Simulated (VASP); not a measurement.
# CaMn2Bi2 (P-3m1) in VASP: single point with PBE

Aim: the single point of CaMn2Bi2 with PBE.

All numbers are computed with VASP 6.6.1; they aren't measurements. Logs are shortened: lines on timing, memory, paths and dates and some standing lists are left out, and cuts for length are marked.

## 1. The cell of the first run

It takes space group P-3m1 (No. 164, trigonal). Conventional cell: a = 4.626 Å, b = 4.626 Å, c = 7.729 Å, α = 90.00°, β = 90.00°, γ = 120.00°. Within 4.3 Å of Ca (site symmetry -3m) lie 6 Bi at 3.29 Å and 6 Mn at 3.97 Å. Mn (site symmetry 3m) has 4 Bi at 2.86 to 2.87 Å and 3 Mn at 3.26 Å within 3.8 Å. Bi (site symmetry 3m) has 4 Mn at 2.86 to 2.87 Å and 3 Ca at 3.29 Å within 3.8 Å.

## 2. Single point, PBE, collinear spin, ferromagnetic start

Contents of INCAR:

```
SYSTEM = CaMn2Bi2
PREC = Accurate ; ENCUT = 520
EDIFF = 1E-6 ; ISMEAR = 0
SIGMA = 0.1 ; LREAL = .False.
LASPH = .True. ; NELM = 150
ALGO = Normal ; ISIF = 2
LWAVE = .False. ; LCHARG = .False.
ISPIN = 2 ; MAGMOM = 0 4.58 4.58 0 0
LORBIT = 11 ; LMAXMIX = 4
GGA = PE ; NBANDS = 45
```

Contents of KPOINTS:

```
Automatic mesh
0
Gamma
  2 2 1
  0 0 0
```

Contents of POSCAR:

```
CaMn2Bi2
1.0
    4.6263818529      0.0000000000      0.0000000000
   -2.3131909265      4.0065642122      0.0000000000
    0.0000000000      0.0000000000      7.7287920000
Ca Mn Bi
1 2 2
Direct
    0.0000000000      0.0000000000      0.0000000000
    0.6666666667      0.3333333333      0.6207350000
    0.3333333333      0.6666666667      0.3792650000
    0.6666666667      0.3333333333      0.2488090000
    0.3333333333      0.6666666667      0.7511910000
```

Potentials or basis: VASP PAW PBE potentials, release 64 (Ca_sv, Mn_pv, Bi_d).

Started as:

```sh
$ cat potpaw_PBE.64/Ca_sv/POTCAR potpaw_PBE.64/Mn_pv/POTCAR potpaw_PBE.64/Bi_d/POTCAR > POTCAR
$ mpirun -np 1 vasp_std > vasp.out
```

OUTCAR:

```text
SYSTEM = CaMn2Bi2
   PREC = Accurate
   ENCUT = 520
   EDIFF = 1E-6
   ISMEAR = 0
   LREAL = .False.
   LASPH = .True.
   NELM = 150
   ISIF = 2
   ISPIN = 2
   LORBIT = 11
   GGA = PE

 ion  position               nearest neighbor table
   1  0.000  0.000  0.000-   4 3.29   5 3.29   4 3.29   5 3.29   4 3.29   5 3.29
   2  0.667  0.333  0.621-   5 2.86   5 2.86   5 2.86   4 2.87
   3  0.333  0.667  0.379-   4 2.86   4 2.86   4 2.86   5 2.87
   4  0.667  0.333  0.249-   3 2.86   3 2.86   3 2.86   2 2.87   1 3.29   1 3.29   1 3.29
   5  0.333  0.667  0.751-   2 2.86   2 2.86   2 2.86   3 2.87   1 3.29   1 3.29   1 3.29

  LATTYP: Found a hexagonal cell.
 ALAT       =     4.6263818529
 C/A-ratio  =     1.6705910246

  Lattice vectors:

 A1 = (   4.6263818529,   0.0000000000,   0.0000000000)
 A2 = (  -2.3131909265,   4.0065642122,   0.0000000000)
 A3 = (   0.0000000000,   0.0000000000,   7.7287920000)

Analysis of symmetry for initial positions (statically):
=====================================================================
 Subroutine PRICEL returns:
 Original cell was already a primitive cell.

 Routine SETGRP: Setting up the symmetry group for a
 hexagonal supercell.

 Subroutine GETGRP returns: Found 12 space group operations
 (whereof 12 operations were pure point group operations)
 out of a pool of 24 trial point group operations.

The static configuration has the point symmetry D_3d.

Analysis of symmetry for dynamics (positions and initial velocities):
=====================================================================
 Subroutine PRICEL returns:
 Original cell was already a primitive cell.

 Routine SETGRP: Setting up the symmetry group for a
 hexagonal supercell.

 Subroutine GETGRP returns: Found 12 space group operations
 (whereof 12 operations were pure point group operations)
 out of a pool of 24 trial point group operations.

The dynamic configuration has the point symmetry D_3d.

Analysis of structural, dynamic, and magnetic symmetry:
=====================================================================
 Subroutine PRICEL returns:
 Original cell was already a primitive cell.

 Routine SETGRP: Setting up the symmetry group for a
 hexagonal supercell.

 Subroutine GETGRP returns: Found 12 space group operations
 (whereof 12 operations were pure point group operations)
 out of a pool of 24 trial point group operations.

The overall configuration has the point symmetry D_3d.

 Subroutine INISYM returns: Found 12 space group operations
 (whereof 12 operations are pure point group operations),
 and found     1 'primitive' translations

----------------------------------------------------------------------------------------

                                     Primitive cell

  volume of cell :     143.2601
[... 110 lines left out ...]

 number of electron      66.0000040 magnetization       8.4986232

 Free energy of the ion-electron system (eV)
  ---------------------------------------------------
  ext. energy  EPLUGINS =         0.00000000
  ---------------------------------------------------
  free energy    TOTEN  =       -27.25867192 eV

  energy without entropy =      -27.25831333  energy(sigma->0) =      -27.25849262

 E-fermi :   5.2388     XC(G=0):  -9.4683

 val. band max:        5.0143548338   @ k =   0.5000   0.0000   0.0000
 cond. band min:       5.4585546498   @ k =   0.5000   0.0000   0.0000
 fundamental gap:      0.4441998159
 Fermi energy:         5.2387989614

 spin component 1

 k-point     1 :       0.0000    0.0000    0.0000
  band No.  band energies     occupation
      1     -45.2664      1.00000
      2     -45.2588      1.00000
      3     -45.1649      1.00000
      4     -45.1649      1.00000
      5     -45.1568      1.00000
      6     -45.1567      1.00000
[... 85 lines left out ...]
     44       9.0962      0.00000
     45       9.5564      0.00000
 Fermi energy:         5.2387989614

 spin component 2

 k-point     1 :       0.0000    0.0000    0.0000
  band No.  band energies     occupation
      1     -41.0371      1.00000
      2     -41.0279      1.00000
      3     -41.0055      1.00000
      4     -41.0055      1.00000
      5     -40.9956      1.00000
      6     -40.9956      1.00000
[... 85 lines left out ...]
     44       9.6044      0.00000
     45       9.8364      0.00000

------------------------ aborting loop because EDIFF is reached ----------------------------------------

  FORCE on cell =-STRESS in cart. coord.  units (eV):
  Direction    XX          YY          ZZ          XY          YZ          ZX
  --------------------------------------------------------------------------------------
  -------------------------------------------------------------------------------------
  Total       -0.5595266     -0.5595266     -4.8323883      0.0000000      0.0000000     -0.0000000
  in kB       -6.2575761     -6.2575761    -54.0439653      0.0000000      0.0000000     -0.0000000
  external PRESSURE =     -22.1863725 kB  Pullay stress =       0.0000000 kB

 VOLUME and BASIS-vectors are now :
 -----------------------------------------------------------------------------
  energy-cutoff  :      520.00
  volume of cell :      143.26
      direct lattice vectors                 reciprocal lattice vectors
     4.626381853  0.000000000  0.000000000     0.216151635  0.124795204  0.000000000
    -2.313190926  4.006564212  0.000000000     0.000000000  0.249590409  0.000000000
     0.000000000  0.000000000  7.728792000     0.000000000  0.000000000  0.129386326

 POSITION                                       TOTAL-FORCE (eV/Angst)
 -----------------------------------------------------------------------------------
      0.00000      0.00000      0.00000        -0.000000      0.000000      0.000000
      2.31319      1.33552      4.79753        -0.000000      0.000000     -0.168426
     -0.00000      2.67104      2.93126         0.000000      0.000000      0.168426
      2.31319      1.33552      1.92299         0.000000     -0.000000      0.053777
     -0.00000      2.67104      5.80580        -0.000000      0.000000     -0.053777
 -----------------------------------------------------------------------------------
    total drift:                                0.000000     -0.000000     -0.000000

  FREE ENERGIE OF THE ION-ELECTRON SYSTEM (eV)
  ---------------------------------------------------
  free  energy   TOTEN  =       -27.2586719191 eV

  energy  without entropy=      -27.2583133274  energy(sigma->0) =      -27.25849262

 total charge

# of ion       s       p       d       tot
------------------------------------------
    1        2.023   5.830   0.291   8.144
    2        0.242   6.166   4.957  11.365
    3        0.242   6.166   4.957  11.365
    4        1.412   1.691   9.894  12.997
    5        1.412   1.691   9.894  12.997
--------------------------------------------------
tot          5.331  21.544  29.993  56.867

 magnetization (x)

# of ion       s       p       d       tot
------------------------------------------
    1       -0.002  -0.002   0.063   0.060
    2        0.039   0.034   3.900   3.974
    3        0.039   0.034   3.900   3.974
    4       -0.000  -0.068   0.008  -0.060
    5       -0.000  -0.068   0.008  -0.060
--------------------------------------------------
tot          0.077  -0.069   7.880   7.888
```

OSZICAR:

```text
N       E                     dE             d eps       ncg     rms          rms(c)
DAV:   1     0.809300059714E+03    0.80930E+03   -0.35132E+04   360   0.169E+03
DAV:   2     0.471278343491E+02   -0.76217E+03   -0.74052E+03   360   0.516E+02
DAV:   3    -0.253160471387E+02   -0.72444E+02   -0.69755E+02   420   0.171E+02
DAV:   4    -0.292137211514E+02   -0.38977E+01   -0.38272E+01   528   0.376E+01
DAV:   5    -0.294717497803E+02   -0.25803E+00   -0.25428E+00   563   0.770E+00    0.138E+01
DAV:   6    -0.318536482827E+02   -0.23819E+01   -0.46457E+01   441   0.350E+01    0.280E+01
DAV:   7    -0.268076788565E+02    0.50460E+01   -0.17462E+01   430   0.265E+01    0.846E+00
DAV:   8    -0.272297991028E+02   -0.42212E+00   -0.13855E+00   401   0.500E+00    0.465E+00
DAV:   9    -0.272223712551E+02    0.74278E-02   -0.10067E+00   414   0.574E+00    0.240E+00
DAV:  10    -0.272416097794E+02   -0.19239E-01   -0.13386E-01   500   0.175E+00    0.206E+00
DAV:  11    -0.272569939685E+02   -0.15384E-01   -0.78401E-02   422   0.183E+00    0.555E-01
DAV:  12    -0.272584079195E+02   -0.14140E-02   -0.11436E-02   486   0.453E-01    0.177E-01
DAV:  13    -0.272585820609E+02   -0.17414E-03   -0.76719E-04   497   0.182E-01    0.622E-02
DAV:  14    -0.272586533586E+02   -0.71298E-04   -0.14761E-04   537   0.799E-02    0.219E-02
DAV:  15    -0.272586656762E+02   -0.12318E-04   -0.41590E-05   471   0.474E-02    0.202E-02
DAV:  16    -0.272586712000E+02   -0.55238E-05   -0.14414E-05   385   0.235E-02    0.583E-03
DAV:  17    -0.272586719191E+02   -0.71912E-06   -0.21120E-06   353   0.873E-03
   1 F= -.27258672E+02 E0= -.27258493E+02  d E =-.358592E-03  mag=     8.4989
```

stdout:

```text
POSCAR found type information on POSCAR CaMnBi
 POSCAR found :  3 types and       5 ions
 scaLAPACK will be used
 LDA part: xc-table for (Slater+PW92), standard interpolation
 POSCAR, INCAR and KPOINTS ok, starting setup
 FFT: planning ... GRIDC
 FFT: planning ... GRID_SOFT
 FFT: planning ... GRID
 WAVECAR not read
 entering main loop
```

Wall time 55 s (1 thread of Intel Xeon Platinum 8259CL at 2.50GHz (Skylake/Cascade Lake), shared host); peak memory 0.33 GiB.

What came out:

```yaml
Free_energy: -27.2587 eV
Pressure: -2.2 GPa
Largest_force: 0.168 eV/Å
Net_moment: 8.50 μB per cell
Site_moments: Ca +0.06; Mn +3.97; Bi -0.06 μB
Valence_electrons_inside_the_program's_atomic_spheres: Ca 8.14; Mn 11.37; Bi 13.00
```

Forces on the atoms (eV/Å):
```
Ca   0.000  0.000  0.000
Mn   0.000  0.000 -0.168
Mn   0.000  0.000  0.168
Bi   0.000  0.000  0.054
Bi   0.000  0.000 -0.054
```

Caveat: the k points lie up to 0.81 Å⁻¹ apart; spin-orbit coupling is left out, which moves the levels of the heavy elements.
